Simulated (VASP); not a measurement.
# SbAuI in VASP: single point with revPBE

Aim: the single point of SbAuI with revPBE.

Program: VASP 6.6.1. These are calculated values, not measurements. Logs are shortened: lines on timing, memory, paths and dates and some standing lists are left out, and cuts for length are marked.

### Step 1. The cell of the first run

The cell holds a disordered packing, 6 atoms: a = 6.257 Å, b = 6.880 Å, c = 5.001 Å, α = 75.89°, β = 82.41°, γ = 74.02°.

### Step 2. Single point, revPBE

Input file INCAR:

```
PREC = Accurate
ENCUT = 520
EDIFF = 1E-7
ISMEAR = 1
SIGMA = 0.0476
LREAL = F
LASPH = T
NELM = 100
ALGO = Normal
ISIF = 2
LWAVE = F
LCHARG = T
GGA = RE
LELF = T
LVHAR = T
NBANDS = 32
```

Input file KPOINTS:

```
Automatic mesh
0
Gamma
  3 3 4
  0.5 0.5 0
```

Input file POSCAR:

```
SbAuI
1.0
    6.0715100000      1.4651400000      0.3748780000
    0.2397660000      6.6443430000      1.7674520000
    0.3912770000     -0.0778320000      4.9848070000
Sb Au I
2 2 2
Direct
    0.4271320000      0.7605140000      0.7215810000
    0.2248230000      0.5373370000      0.3452970000
    0.7452260000      0.8034550000      0.1528040000
    0.9157270000      0.3846790000      0.9176090000
    0.9021830000      0.0724960000      0.5244570000
    0.4562510000      0.2577180000      0.8994040000
```

Potentials or basis: VASP PAW PBE potentials, release 64 (Sb, Au, I).

Launch:

```sh
$ cat potpaw_PBE.64/Sb/POTCAR potpaw_PBE.64/Au/POTCAR potpaw_PBE.64/I/POTCAR > POTCAR
$ mpirun -np 1 vasp_std > vasp.out
```

OUTCAR:

```text
PREC = Accurate
   ENCUT = 520
   EDIFF = 1E-7
   ISMEAR = 1
   LREAL = F
   LASPH = T
   NELM = 100
   ISIF = 2
   GGA = RE

 ion  position               nearest neighbor table
   1  0.427  0.761  0.722-   3 3.24   3 3.25   2 3.26   6 3.31   2 3.37   4 3.49   5 3.51
   2  0.225  0.537  0.345-   3 3.19   6 3.23   6 3.24   1 3.26   4 3.35   1 3.37   4 3.57
   3  0.745  0.803  0.153-   2 3.19   6 3.19   4 3.23   1 3.24   1 3.25   5 3.32   5 3.41
   4  0.916  0.385  0.918-   3 3.23   6 3.24   6 3.25   5 3.27   5 3.27   2 3.35   1 3.49   2 3.57

   5  0.902  0.072  0.524-   4 3.27   4 3.27   6 3.28   3 3.32   3 3.41   1 3.51
   6  0.456  0.258  0.899-   3 3.19   2 3.23   2 3.24   4 3.24   4 3.25   5 3.28   1 3.31

  LATTYP: Found a triclinic cell.
 ALAT       =    15.5902283642
 B/A-ratio  =     0.4795597923
 C/A-ratio  =     1.3749989845
 COS(alpha) =     0.0012357901
 COS(beta)  =     0.5822854693
 COS(gamma) =     0.8097450674

  Lattice vectors:

 A1 = ( -11.9915090000,  -9.6524550000,   2.4675990000)
 A2 = (  -5.6802330000,  -1.5429720000,   4.6099290000)
 A3 = (  -7.3335960000, -14.5981620000, -13.8793960000)

Analysis of symmetry for initial positions (statically):
=====================================================================
 Subroutine PRICEL returns:
 Original cell was already a primitive cell.

 Routine SETGRP: Setting up the symmetry group for a
 triclinic supercell.

 Subroutine GETGRP returns: Found  1 space group operations
 (whereof  1 operations were pure point group operations)
 out of a pool of  2 trial point group operations.

The static configuration has the point symmetry C_1 .

Analysis of symmetry for dynamics (positions and initial velocities):
=====================================================================
 Subroutine PRICEL returns:
 Original cell was already a primitive cell.

 Routine SETGRP: Setting up the symmetry group for a
 triclinic supercell.

 Subroutine GETGRP returns: Found  1 space group operations
 (whereof  1 operations were pure point group operations)
 out of a pool of  2 trial point group operations.

The dynamic configuration has the point symmetry C_1 .

 Subroutine INISYM returns: Found  1 space group operations
 (whereof  1 operations are pure point group operations),
 and found     1 'primitive' translations

----------------------------------------------------------------------------------------

                                     Primitive cell

  volume of cell :     200.2088

  direct lattice vectors                    reciprocal lattice vectors
     6.071510000  1.465140000  0.374878000     0.166118216 -0.002515493 -0.013078545
     0.239766000  6.644343000  1.767452000    -0.036624848  0.150436052  0.005223713
     0.391277000 -0.077832000  4.984807000     0.000493218 -0.053150603  0.199740972

  length of vectors
     6.257028241  6.879583433  5.000745578     0.166651246  0.154918277  0.206692249

  position of ions in fractional coordinates (direct lattice)
     0.427132000  0.760514000  0.721581000
     0.224823000  0.537337000  0.345297000
     0.745226000  0.803455000  0.152804000
     0.915727000  0.384679000  0.917609000
     0.902183000  0.072496000  0.524457000
     0.456251000  0.257718000  0.899404000

  ion indices of the primitive-cell ions
   primitive index   ion index
                 1           1
                 2           2
                 3           3
                 4           4
                 5           5
                 6           6

----------------------------------------------------------------------------------------

 KPOINTS: Automatic mesh

Automatic generation of k-mesh.
 Grid dimensions read from file:
 generate k-points for:    3    3    4

 Generating k-lattice:

  Cartesian coordinates                     Fractional coordinates (reciprocal lattice)
     0.055372739 -0.000838498 -0.004359515     0.333333333 -0.000000000  0.000000000
    -0.012208283  0.050145351  0.001741238     0.000000000  0.333333333  0.000000000
     0.000123305 -0.013287651  0.049935243     0.000000000 -0.000000000  0.250000000

  Length of vectors
     0.055550415  0.051639426  0.051673062

  Shift w.r.t. Gamma in fractional coordinates (k-lattice)
     0.500000000  0.500000000  0.000000000

 Subroutine IBZKPT returns following result:
 ===========================================

 Found     19 irreducible k-points:

 Following reciprocal coordinates:
            Coordinates               Weight
  0.166667  0.166667 -0.000000      2.000000
  0.500000  0.166667 -0.000000      2.000000
 -0.166667  0.166667  0.000000      2.000000
  0.166667  0.500000 -0.000000      2.000000
  0.500000  0.500000  0.000000      1.000000
  0.166667  0.166667  0.250000      2.000000
[... 11 lines left out ...]
  0.166667  0.500000  0.500000      2.000000
  0.500000  0.500000  0.500000      1.000000
   k-points           NKPTS =     19   k-points in BZ     NKDIM =     19   number of bands    NBANDS=     32
   number of dos      NEDOS =    301   number of ions     NIONS =      6
   total plane-waves  NPLWV = 103680
   dimension x,y,z NGX =    48 NGY =   54 NGZ =   40
   dimension x,y,z NGXF=    96 NGYF=  108 NGZF=   80
   ions per type =               2   2   2
   NGX,Y,Z   is equivalent  to a cutoff of  12.75, 13.05, 13.30 a.u.
   NGXF,Y,Z  is equivalent  to a cutoff of  25.51, 26.10, 26.60 a.u.
 SYSTEM =  unknown system
   PREC   = accura    normal or accurate (medium, high low for compatibility)
   ISTART =      0    job   : 0-new  1-cont  2-samecut
   ICHARG =      2    charge: 1-file 2-atom 10-const
   ISPIN  =      1    spin polarized calculation?
   LNONCOLLINEAR =      F non collinear calculations
   LSORBIT =      F    spin-orbit coupling
   LASPH  =      T    aspherical Exc in radial PAW
   ENCUT  =  520.0 eV  38.22 Ry    6.18 a.u.  11.63 12.79  9.30*2*pi/ulx,y,z
   NELM   =    100;   NELMIN=  2; NELMDL= -5     # of ELM steps
   EDIFF  = 0.1E-06   stopping-criterion for ELM
   LREAL  =      F    real-space projection
   EDIFFG = 0.1E-05   stopping-criterion for IOM
   NSW    =      0    number of steps for IOM
   IBRION =     -1    ionic relax: 0-MD 1-quasi-New 2-CG
   NFREE  =      0    steps in history (QN), initial steepest desc. (CG)
   ISIF   =      2    stress and relaxation
   ISYM   =      2    0-nonsym 1-usesym 2-fastsym
   POTIM  = 0.5000    time-step for ionic-motion
   TEBEG  =    0.0;   TEEND  =   0.0 temperature during run
   PSTRESS=    0.0 pullay stress
   NELECT =      46.0000    total number of electrons
   NUPDOWN=      -1.0000    fix difference up-down
   EMIN   =  10.00;   EMAX   =-10.00  energy-range for DOS
   EFERMI =   0.00;   METHOD = LEGACY
   ISMEAR =     1;   SIGMA  =   0.05  broadening in eV -4-tet -1-fermi 0-gaus
   EFERMI_NEDOS =   21; number of points for ismear=-14 and -15
   IALGO  =     38    algorithm
   IMIX   =      4    mixing-type and parameters
     AMIX     =   0.40;   BMIX     =  1.00
     AMIX_MAG =   1.60;   BMIX_MAG =  1.00
  volume/ion in A,a.u.               =      33.37       225.18
  Fermi-wavevector in a.u.,A,eV,Ry     =   1.002689  1.894808 13.679104  1.005386
  Thomas-Fermi vector in A             =   2.135193
   LORBIT       =      0    0 simple, 1 ext, 2 COOP (PROOUT), +10 PAW based schemes
   GGA     = RE    functional components
   LHFCALC =     F    Hartree Fock is set to
   AEXX    =    0.0000 exact exchange contribution
   IVDW    =     0    specifies the selected vdW correction
   LEPSILON=     F    determine dielectric tensor
   LRPA    =     F    only Hartree local field effects (RPA)
 non-spin polarized calculation
 Methfessel and Paxton  Order N= 1 SIGMA  =   0.05
  energy-cutoff  :      520.00
  volume of cell :      200.21
 maximum number of plane-waves:      5405
 NGX is ok and might be reduce to    48
   NGX = 23   NGY = 25   NGZ = 19

 number of electron      46.0000001 magnetization

 Free energy of the ion-electron system (eV)
  ---------------------------------------------------
  ext. energy  EPLUGINS =         0.00000000
  ---------------------------------------------------
  free energy    TOTEN  =       -13.17539856 eV

  energy without entropy =      -13.17548537  energy(sigma->0) =      -13.17542750

 E-fermi :   4.8271     XC(G=0):  -8.9992

 val. band max:        4.8205010884   @ k =   0.5000   0.5000   0.5000
 cond. band min:       4.8953419161   @ k =  -0.1667   0.1667   0.0000
 fundamental gap:      0.0748408278
 Fermi energy:         4.8271223551

 k-point     1 :       0.1667    0.1667   -0.0000
  band No.  band energies     occupation
      1      -8.8996      2.00000
      2      -7.7278      2.00000
      3      -4.9061      2.00000
      4      -3.2680      2.00000
      5      -0.0147      2.00000
      6       0.2698      2.00000
[... 24 lines left out ...]
     31       9.9253      0.00000
     32      10.4069      0.00000

 k-point     2 :       0.5000    0.1667   -0.0000
  band No.  band energies     occupation
      1      -8.8182      2.00000
      2      -7.8239      2.00000
      3      -4.8231      2.00000
      4      -3.4449      2.00000
      5      -0.0864      2.00000
      6       0.3016      2.00000
[... 24 lines left out ...]
     31       9.7564      0.00000
     32      10.3355      0.00000
[... 558 lines left out ...]
     31      10.3968      0.00000
     32      10.8161      0.00000

 k-point    19 :       0.5000    0.5000    0.5000
  band No.  band energies     occupation
      1      -8.6744      2.00000
      2      -7.7481      2.00000
      3      -4.3846      2.00000
      4      -4.2363      2.00000
      5      -0.5855      2.00000
      6       0.2059      2.00000
[... 24 lines left out ...]
     31      10.1851      0.00000
     32      10.6573      0.00000

------------------------ aborting loop because EDIFF is reached ----------------------------------------

  FORCE on cell =-STRESS in cart. coord.  units (eV):
  Direction    XX          YY          ZZ          XY          YZ          ZX
  --------------------------------------------------------------------------------------
  -------------------------------------------------------------------------------------
  Total       -4.1462939     -2.9573858     -6.0043656     -0.3308947     -0.3848746     -1.5878849
  in kB      -33.1808461    -23.6665722    -48.0501231     -2.6479948     -3.0799710    -12.7070988
  external PRESSURE =     -34.9658471 kB  Pullay stress =       0.0000000 kB

 VOLUME and BASIS-vectors are now :
 -----------------------------------------------------------------------------
  energy-cutoff  :      520.00
  volume of cell :      200.21
      direct lattice vectors                 reciprocal lattice vectors
     6.071510000  1.465140000  0.374878000     0.166118216 -0.002515493 -0.013078545
     0.239766000  6.644343000  1.767452000    -0.036624848  0.150436052  0.005223713
     0.391277000 -0.077832000  4.984807000     0.000493218 -0.053150603  0.199740972

 POSITION                                       TOTAL-FORCE (eV/Angst)
 -----------------------------------------------------------------------------------
      3.05802      5.62276      5.10124         0.152232     -0.382209      0.108259
      1.62896      3.87277      2.75524        -0.934704      0.895233     -0.341922
      4.77708      6.41840      2.46114         0.294381     -0.722667     -0.010395
      6.01112      3.82619      5.59729        -0.070781      0.717567      0.050066
      5.70020      1.76269      3.08066         0.983156      0.033655     -0.459350
      3.18384      2.31084      5.10990        -0.424286     -0.541579      0.653341
 -----------------------------------------------------------------------------------
    total drift:                                0.000397      0.000902      0.000113

  FREE ENERGIE OF THE ION-ELECTRON SYSTEM (eV)
  ---------------------------------------------------
  free  energy   TOTEN  =       -13.1753985587 eV

  energy  without entropy=      -13.1754853692  energy(sigma->0) =      -13.17542750
```

Run time: 2 min. Hardware: 1 thread of Intel Xeon Platinum 8488C (Sapphire Rapids), shared host; peak memory 0.37 GiB.

Results:

| Quantity | Value |
| --- | --- |
| Free energy | -13.1754 eV |
| Pressure | -3.5 GPa |
| Largest force | 1.339 eV/Å |
| Band gap on the k mesh | zero (bands 23 and 24 overlap by 0.53 eV) |

Forces in eV/Å, atoms in the order of the input:
```
Sb   0.152 -0.382  0.108
Sb  -0.935  0.895 -0.342
Au   0.294 -0.723 -0.010
Au  -0.071  0.718  0.050
I    0.983  0.034 -0.459
I   -0.424 -0.542  0.653
```

Stress tensor (GPa, compression positive):
```
-3.32 -0.26 -1.27
-0.26 -2.37 -0.31
-1.27 -0.31 -4.81
```

Levels at points of the mesh, in eV from the Fermi level:
```csv
k point,band 19,band 20,band 21,band 22,band 23,band 24,band 25,band 26,band 27,band 28
"(0.50, 0.50, 0.00)",-1.98,-1.73,-1.26,-0.72,-0.61,0.35,0.44,1.19,1.52,2.19
"(0.50, 0.50, 0.50)",-2.50,-1.81,-1.25,-0.48,-0.24,-0.01,0.91,1.66,2.17,3.17
```

Caveat: the PAW data sets were made with another functional, which shifts forces and pressure a little; spin-orbit coupling is left out, which moves the levels of the heavy elements.
